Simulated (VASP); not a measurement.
A run of VASP 6.6.1:

Contents of INCAR:

```
SYSTEM = NaCa3
PREC = Accurate ; ENCUT = 520
EDIFF = 1E-7 ; ISMEAR = 0
SIGMA = 0.02 ; LREAL = .False.
LASPH = .True. ; NELM = 60
ALGO = Normal ; ISIF = 2
LWAVE = .False. ; LCHARG = .False.
GGA = CA ; NBANDS = 26
```

Contents of KPOINTS:

```
Automatic mesh
0
Gamma
  5 5 5
  0 0 0
```

File POSCAR:

```
NaCa3
1.0
    0.0000000000      4.2054156850      4.2054156850
    4.2054156850      0.0000000000      4.2054156850
    4.2054156850      4.2054156850      0.0000000000
Na Ca
1 3
Direct
    0.0000000000      0.0000000000      0.0000000000
    0.2500000000      0.2500000000      0.2500000000
    0.7500000000      0.7500000000      0.7500000000
    0.5000000000      0.5000000000      0.5000000000
```

Potentials or basis: VASP PAW LDA potentials, release 64 (Na_pv, Ca_sv).

The run is started by

```sh
$ cat potpaw_LDA.64/Na_pv/POTCAR potpaw_LDA.64/Ca_sv/POTCAR > POTCAR
$ mpirun -np 1 vasp_std > vasp.out
```

Hardware: 1 thread of Intel(R) Xeon(R) Platinum 8375C CPU @ 2.90GHz (Ice Lake) (shared host).

Task: Estimate the wall time of this run.

Result: It took 29 s on 1 thread of Intel(R) Xeon(R) Platinum 8375C CPU @ 2.90GHz (Ice Lake), with other jobs on the host, peak memory 0.25 GiB. Counts: scf iterations 12, k points 10.
